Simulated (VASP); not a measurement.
# Nb in VASP: notebook, part 2 of 2

VASP 6.6.1. Earlier steps stand in the parts before.

### 3 Single point, PBE

INCAR reads:

```
SYSTEM = Nb
  PREC = Accurate
  ENCUT = 400
  EDIFF = 1E-6
  ISMEAR = 0
  SIGMA = 0.1
  LREAL = .FALSE.
  LASPH = .TRUE.
  NELM = 120
  ALGO = Normal
  ISIF = 2
  LWAVE = .FALSE.
  LCHARG = .FALSE.
  LDIPOL = .TRUE.
  IDIPOL = 3
  DIPOL = 0.5 0.5 0.500
  GGA = PE
  NBANDS = 104
  GGA_COMPAT = .FALSE.
  NELMDL = -8
```

KPOINTS reads:

```
Automatic mesh
0
G
  9 9 1
  0 0 0
```

POSCAR reads:

```
Nb
1.0
    4.6826251553      0.0000000000      0.0000000000
   -2.3413125777      4.0552723409      0.0000000000
    0.0000000000      0.0000000000     27.4258791445
Nb
14
Direct
    0.6666666667      0.3333333333      0.2864511509
    0.3333333333      0.6666666667      0.3123603829
    0.0000000000      0.0000000000      0.3418484312
    0.6666666667      0.3333333333      0.3802807080
    0.3333333333      0.6666666667      0.4125856337
    0.0000000000      0.0000000000      0.4481009217
    0.6666666667      0.3333333333      0.4839032129
    0.3333333333      0.6666666667      0.5160967881
    0.0000000000      0.0000000000      0.5518990792
    0.6666666667      0.3333333333      0.5874143668
    0.3333333333      0.6666666667      0.6197192896
    0.0000000000      0.0000000000      0.6581515685
    0.6666666667      0.3333333333      0.6876396183
    0.3333333333      0.6666666667      0.7135488483
```

Potentials or basis: VASP PAW PBE potentials, release 64 (Nb_sv).

Run with:

```sh
> cat potpaw_PBE.64/Nb_sv/POTCAR > POTCAR
> mpirun -np 1 vasp_std > vasp.out
```

OUTCAR:

```text
SYSTEM = Nb
   PREC = Accurate
   ENCUT = 400
   EDIFF = 1E-6
   ISMEAR = 0
   LREAL = .FALSE.
   LASPH = .TRUE.
   NELM = 120
   ISIF = 2
   GGA = PE
   NELMDL = -8

 ion  position               nearest neighbor table
   1  0.667  0.333  0.286-   4 2.57   2 2.80   2 2.80   2 2.80
   2  0.333  0.667  0.312-   5 2.75   1 2.80   1 2.80   1 2.80   3 2.82   3 2.82   3 2.82
   3  0.000  0.000  0.342-   2 2.82   2 2.82   2 2.82   4 2.90   4 2.90   4 2.90   6 2.91
   4  0.667  0.333  0.380-   1 2.57   7 2.84   5 2.84   5 2.84   5 2.84   3 2.90   3 2.90   3 2.90

   5  0.333  0.667  0.413-   2 2.75   8 2.84   4 2.84   4 2.84   4 2.84   6 2.87   6 2.87   6 2.87
[... 11 lines left out ...]
  11  0.333  0.667  0.620-  14 2.57   8 2.84  10 2.84  10 2.84  10 2.84  12 2.90  12 2.90  12 2.90

  12  0.000  0.000  0.658-  13 2.82  13 2.82  13 2.82  11 2.90  11 2.90  11 2.90   9 2.91
  13  0.667  0.333  0.688-  10 2.75  14 2.80  14 2.80  14 2.80  12 2.82  12 2.82  12 2.82
  14  0.333  0.667  0.714-  11 2.57  13 2.80  13 2.80  13 2.80

  LATTYP: Found a hexagonal cell.
 ALAT       =     4.6826251553
 C/A-ratio  =     5.8569452465

  Lattice vectors:

 A1 = (   4.6826251553,   0.0000000000,   0.0000000000)
 A2 = (  -2.3413125777,   4.0552723409,   0.0000000000)
 A3 = (   0.0000000000,   0.0000000000,  27.4258791445)

Analysis of symmetry for initial positions (statically):
=====================================================================
 Subroutine PRICEL returns:
 Original cell was already a primitive cell.

 Routine SETGRP: Setting up the symmetry group for a
 hexagonal supercell.

 Subroutine GETGRP returns: Found 12 space group operations
 (whereof 12 operations were pure point group operations)
 out of a pool of 24 trial point group operations.

The static configuration has the point symmetry D_3d.

Analysis of symmetry for dynamics (positions and initial velocities):
=====================================================================
 Subroutine PRICEL returns:
 Original cell was already a primitive cell.

 Routine SETGRP: Setting up the symmetry group for a
 hexagonal supercell.

 Subroutine GETGRP returns: Found 12 space group operations
 (whereof 12 operations were pure point group operations)
 out of a pool of 24 trial point group operations.

The dynamic configuration has the point symmetry D_3d.

 Subroutine INISYM returns: Found 12 space group operations
 (whereof 12 operations are pure point group operations),
 and found     1 'primitive' translations

----------------------------------------------------------------------------------------

                                     Primitive cell

  volume of cell :     520.7988

  direct lattice vectors                    reciprocal lattice vectors
     4.682625155  0.000000000  0.000000000     0.213555424  0.123296281  0.000000000
    -2.341312578  4.055272341  0.000000000     0.000000000  0.246592563  0.000000000
     0.000000000  0.000000000 27.425879145     0.000000000  0.000000000  0.036461912

  length of vectors
     4.682625155  4.682625155 27.425879145     0.246592563  0.246592563  0.036461912

  position of ions in fractional coordinates (direct lattice)
     0.666666667  0.333333333  0.286451151
     0.333333333  0.666666667  0.312360383
     0.000000000  0.000000000  0.341848431
     0.666666667  0.333333333  0.380280708
     0.333333333  0.666666667  0.412585634
     0.000000000  0.000000000  0.448100922
[... 81 lines left out ...]
   LASPH  =      T    aspherical Exc in radial PAW
   ENCUT  =  400.0 eV  29.40 Ry    5.42 a.u.   7.64  7.64 44.72*2*pi/ulx,y,z
   NELM   =    120;   NELMIN=  2; NELMDL= -8     # of ELM steps
   EDIFF  = 0.1E-05   stopping-criterion for ELM
   LREAL  =      F    real-space projection
   EDIFFG = 0.1E-04   stopping-criterion for IOM
   NSW    =      0    number of steps for IOM
   IBRION =     -1    ionic relax: 0-MD 1-quasi-New 2-CG
   NFREE  =      0    steps in history (QN), initial steepest desc. (CG)
   ISIF   =      2    stress and relaxation
   ISYM   =      2    0-nonsym 1-usesym 2-fastsym
   POTIM  = 0.5000    time-step for ionic-motion
   TEBEG  =    0.0;   TEEND  =   0.0 temperature during run
   PSTRESS=    0.0 pullay stress
   NELECT =     182.0000    total number of electrons
   NUPDOWN=      -1.0000    fix difference up-down
   EMIN   =  10.00;   EMAX   =-10.00  energy-range for DOS
   EFERMI =   0.00;   METHOD = LEGACY
   ISMEAR =     0;   SIGMA  =   0.10  broadening in eV -4-tet -1-fermi 0-gaus
   EFERMI_NEDOS =   21; number of points for ismear=-14 and -15
   IALGO  =     38    algorithm
   IMIX   =      4    mixing-type and parameters
     AMIX     =   0.40;   BMIX     =  1.00
     AMIX_MAG =   1.60;   BMIX_MAG =  1.00
  volume/ion in A,a.u.               =      37.20       251.04
  Fermi-wavevector in a.u.,A,eV,Ry     =   1.153122  2.179085 18.091539  1.329691
  Thomas-Fermi vector in A             =   2.289768
   LORBIT       =      0    0 simple, 1 ext, 2 COOP (PROOUT), +10 PAW based schemes
   GGA     = PE    functional components
   LHFCALC =     F    Hartree Fock is set to
   AEXX    =    0.0000 exact exchange contribution
   IVDW    =     0    specifies the selected vdW correction
   LEPSILON=     F    determine dielectric tensor
   LRPA    =     F    only Hartree local field effects (RPA)
 non-spin polarized calculation
 Gauss-broadening in eV      SIGMA  =   0.10
  energy-cutoff  :      400.00
  volume of cell :      520.80
 maximum number of plane-waves:      9503
 NGX is ok and might be reduce to    32
   NGX = 15   NGY = 15   NGZ = 89

 dipolmoment           0.000000      0.000000      0.000000 electrons x Angstroem

 number of electron     182.0000004 magnetization

 dipolmoment           0.000000      0.000000     -0.000000 electrons x Angstroem

 Free energy of the ion-electron system (eV)
  ---------------------------------------------------
  ext. energy  EPLUGINS =         0.00000000
  ---------------------------------------------------
  free energy    TOTEN  =      -137.46618994 eV

  energy without entropy =     -137.38768579  energy(sigma->0) =     -137.42693787

 E-fermi :   3.5727     XC(G=0):  -6.8222

 val. band max:        3.5598562880   @ k =   0.3333   0.2222   0.0000
 cond. band min:       3.5842779721   @ k =   0.1111   0.1111   0.0000
 fundamental gap:      0.0244216841
 Fermi energy:         3.5727293781

 k-point     1 :       0.0000    0.0000    0.0000
  band No.  band energies     occupation
      1     -50.9950      2.00000
      2     -50.9945      2.00000
      3     -50.8443      2.00000
      4     -50.8426      2.00000
      5     -50.7530      2.00000
      6     -50.6366      2.00000
[... 1261 lines left out ...]
    102       5.1218      0.00000
    103       5.1318      0.00000
 [bands above 103 left out]

------------------------ aborting loop because EDIFF is reached ----------------------------------------

 vacuum level on the upper side and lower side of the slab       (xc-potential included)        -0.213        -0.213

  FORCE on cell =-STRESS in cart. coord.  units (eV):
  Direction    XX          YY          ZZ          XY          YZ          ZX
  --------------------------------------------------------------------------------------
  -------------------------------------------------------------------------------------
  Total       -2.4469191     -2.4469191     -1.4395383      0.0000000      0.0000000      0.0000000
  in kB       -7.5276638     -7.5276638     -4.4285733      0.0000000      0.0000000      0.0000000
  external PRESSURE =      -6.4946336 kB  Pullay stress =       0.0000000 kB

 VOLUME and BASIS-vectors are now :
 -----------------------------------------------------------------------------
  energy-cutoff  :      400.00
  volume of cell :      520.80
      direct lattice vectors                 reciprocal lattice vectors
     4.682625155  0.000000000  0.000000000     0.213555424  0.123296281  0.000000000
    -2.341312578  4.055272341  0.000000000     0.000000000  0.246592563  0.000000000
     0.000000000  0.000000000 27.425879145     0.000000000  0.000000000  0.036461912

 POSITION                                       TOTAL-FORCE (eV/Angst)
 -----------------------------------------------------------------------------------
      2.34131      1.35176      7.85617         0.000000      0.000000     -0.014072
     -0.00000      2.70351      8.56676        -0.000000      0.000000      0.006148
      0.00000      0.00000      9.37549         0.000000      0.000000      0.001002
      2.34131      1.35176     10.42953         0.000000      0.000000      0.017564
     -0.00000      2.70351     11.31552        -0.000000      0.000000      0.010775
      0.00000      0.00000     12.28956        -0.000000      0.000000     -0.005860
      2.34131      1.35176     13.27147        -0.000000     -0.000000     -0.009681
     -0.00000      2.70351     14.15441         0.000000      0.000000      0.009681
      0.00000      0.00000     15.13632         0.000000     -0.000000      0.005860
      2.34131      1.35176     16.11036         0.000000      0.000000     -0.010775
     -0.00000      2.70351     16.99635        -0.000000      0.000000     -0.017564
      0.00000      0.00000     18.05039         0.000000     -0.000000     -0.001002
      2.34131      1.35176     18.85912         0.000000     -0.000000     -0.006148
     -0.00000      2.70351     19.56970        -0.000000      0.000000      0.014072
 -----------------------------------------------------------------------------------
    total drift:                               -0.000000      0.000000     -0.000021

  FREE ENERGIE OF THE ION-ELECTRON SYSTEM (eV)
  ---------------------------------------------------
  free  energy   TOTEN  =      -137.4661899437 eV

  energy  without entropy=     -137.3876857937  energy(sigma->0) =     -137.42693787

 vacuum level on the upper side and lower side of the slab         7.164         7.164
```

Run time: 14 min. Hardware: 1 thread of Intel Xeon 6975P-C (Granite Rapids), shared host; peak memory 0.6 GiB.

Results:

```yaml
Free_energy: -137.4662 eV
Largest_force: 0.018 eV/Å
Band_gap_on_the_k_mesh: zero (bands 91 and 92 overlap by 0.21 eV)
```

Forces on the atoms (eV/Å):
```
Nb   0.000  0.000 -0.014
Nb   0.000  0.000  0.006
Nb   0.000  0.000  0.001
Nb   0.000  0.000  0.018
Nb   0.000  0.000  0.011
Nb   0.000  0.000 -0.006
Nb   0.000  0.000 -0.010
Nb   0.000  0.000  0.010
Nb   0.000  0.000  0.006
Nb   0.000  0.000 -0.011
Nb   0.000  0.000 -0.018
Nb   0.000  0.000 -0.001
Nb   0.000  0.000 -0.006
Nb   0.000  0.000  0.014
```

The gap in the log of VASP goes by the Fermi energy; the results here count the filled bands.